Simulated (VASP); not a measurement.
A run of VASP 6.6.1 is set up as follows.

The input INCAR:

```
SYSTEM = H2CO
PREC     = Accurate       ! precision mode
ENCUT    = 1000           ! plane-wave cutoff, eV
EDIFF    = 1E-6           ! SCF threshold, eV
ISMEAR   = -1             ! smearing method
SIGMA    = 0.002          ! smearing width, eV
LREAL    = Auto         
LASPH    = .TRUE.         ! aspherical terms in the spheres
NELM     = 120            ! most SCF steps
ALGO     = Normal         ! electronic algorithm
ISIF     = 2              ! what is computed and relaxed
LWAVE    = .FALSE.        ! write WAVECAR
LCHARG   = .FALSE.        ! write CHGCAR
GGA      = PE             ! functional
IVDW     = 12             ! dispersion correction
NBANDS   = 70             ! bands
GGA_COMPAT= .FALSE.
```

The input KPOINTS:

```
Automatic mesh
0
G
  1 1 1
  0 0 0
```

Contents of POSCAR:

```
H2CO
1.0
    8.7538210000      0.0000000000      0.0000000000
    0.0000000000      8.7538210000      0.0000000000
    0.0000000000      0.0000000000      8.7538210000
C O H
8 8 16
Direct
    0.5406553321      0.7555900446      0.5461386519
    0.3406512425      0.2035568239      0.4227868036
    0.2805403492      0.8912907860      0.8160893397
    0.1539898977      0.5997952209      0.4082788533
    0.6073119384      0.6812796378      0.1397561134
    0.7716287550      0.2942486487      0.1335873786
    0.2764507065      0.4293096695      0.9299367670
    0.9330668288      0.0826610460      0.6975353963
    0.4161839727      0.7086276953      0.5510736397
    0.6697646662      0.7826410890      0.5535068629
    0.3176441465      0.0740819352      0.4562236308
    0.3568270359      0.3349508746      0.4073421195
    0.1823318069      0.8295577440      0.7501981135
    0.3894299415      0.9524526490      0.8630973834
    0.1172516550      0.5284777927      0.5160603581
    0.1768941814      0.6712154612      0.3001089467
    0.6506644356      0.6418568531      0.0373665397
    0.6428392813      0.6061581565      0.2331667508
    0.4733247344      0.6815423802      0.1449995379
    0.6306617419      0.8080014430      0.1767456748
    0.8178714187      0.2340920611      0.2396439224
    0.7206338809      0.4005907820      0.1702913505
    0.6795546768      0.2252502079      0.0791083117
    0.8661132093      0.3059349740      0.0461626986
    0.3726829690      0.3782234067      0.9971759761
    0.1936640011      0.3335800446      0.9107679949
    0.2987495403      0.4590109850      0.8113942472
    0.2293626977      0.5274839410      0.9910872064
    0.9875458957      0.1571428066      0.7894495444
    0.8123195574      0.1045029365      0.7035213537
    0.9473577310     -0.0281477083      0.7419617102
    0.9765449853      0.1119282654      0.5840192528
```

Potentials or basis: VASP PAW PBE potentials, release 64 (C_h, O_h, H_h).

Command:

```console
$ cat potpaw_PBE.64/C_h/POTCAR potpaw_PBE.64/O_h/POTCAR potpaw_PBE.64/H_h/POTCAR > POTCAR
$ mpirun -np 1 vasp_gam > vasp.out
```

Q: Predict the largest force.

A: 5.354 eV/Å.

Q: Estimate the dispersion energy per atom.

A: -0.025 eV.

Q: What does it give for the band gap on the k mesh?

A: 6.31 eV.

Forces on the atoms (eV/Å):
```
C   -0.301 -1.194  0.572
C   -0.619 -1.356  1.361
C    0.299 -0.204 -1.182
C   -1.234 -1.112  1.818
C   -3.137  2.625  3.455
C    0.695 -1.356  0.029
C   -0.267 -1.374  0.130
C    0.361  2.121  1.249
O   -0.781  0.278 -0.307
O    1.293  0.922 -0.284
O    0.433  1.198 -0.803
O    0.339  0.063 -0.600
O   -0.438 -0.143  0.562
O    0.155  0.272  0.708
O    0.348  0.213 -0.304
O    0.671  0.945 -1.519
H    0.810 -0.300 -2.089
H    0.137  0.080  0.065
H    1.848 -0.352 -0.462
H    0.263 -1.890 -0.946
H   -0.458  0.423 -1.121
H    0.156  0.458 -0.114
H    0.416  0.094  0.358
H   -0.750  0.218  0.833
H   -0.272  0.539 -0.733
H   -0.017  0.620  0.670
H    0.794  0.379 -0.090
H   -0.246 -0.159  0.017
H   -0.385 -0.300 -1.031
H   -0.751  0.338 -0.132
H    0.457 -1.617 -0.246
H    0.182 -0.426  0.137
```

Caveat: the k points lie up to 0.72 Å⁻¹ apart; the atoms stand as in a frame of molecular dynamics.
